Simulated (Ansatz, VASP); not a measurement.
**MgTe in VASP and in Ansatz**

INCAR

```
ALGO = Normal
EDIFF = 1E-6
ENCUT = 600
GGA = PE
GGA_COMPAT = False
ISIF = 2
ISMEAR = 0
LASPH = True
LCHARG = True
LELF = True
LREAL = False
LVHAR = True
LWAVE = False
NBANDS = 11
NELM = 120
PREC = Accurate
SIGMA = 0.01
```

Contents of KPOINTS:

```
k-points
0
Gamma
  3 3 3
```

Contents of POSCAR:

```
MgTe
1.0
    0.0000000000      3.2319988200      3.2319988200
    3.2319988200      0.0000000000      3.2319988200
    3.2319988200      3.2319988200      0.0000000000
Mg Te
1 1
Direct
    0.0000000000      0.0000000000      0.0000000000
    0.7500000000      0.7500000000      0.7500000000
```

Input for Ansatz:

```yaml
crystal:
  lattice:
    - [0.0, 3.23199882, 3.23199882]
    - [3.23199882, 0.0, 3.23199882]
    - [3.23199882, 3.23199882, 0.0]
  atoms:
    - { symbol: Mg, position: [0.0, 0.0, 0.0] }
    - { symbol: Te, position: [0.75, 0.75, 0.75] }
kpoints:
  mp_grid:
    grid: [3, 3, 3]
hamiltonian:
  xc: pbe
scf:
  max_iter: 100
  n_extra_bands: 16
  occupations:
    method: fixed
output:
  eigenvalues: true
```

Alike in both runs: task single point; functional PBE; k mesh 3 × 3 × 3; no spin polarisation.

|  | VASP | Ansatz |
| --- | --- | --- |
| version | VASP 6.6.1 | Ansatz 0.2.0 |
| potentials or method | VASP PAW PBE potentials, release 64 (Mg, Te) | plane waves, PAW |
| plane-wave cutoff (eV) | 600 | 420 |
| occupations | gaussian, width 0.01 eV | fixed |
| valence electrons in the cell | 8 | 26 |

VASP gave:

- gap on the k mesh at the Fermi level (eV): 2.39

What did Ansatz give for the same quantities?

gap on the k mesh at the Fermi level (eV): 2.40.

VASP's potentials hold 8 valence electrons a cell and Ansatz's 26, so a difference there can come from the potentials and not from the codes.

The k mesh is coarse, so the values compare programs but aren't converged. Spin-orbit coupling is off throughout.
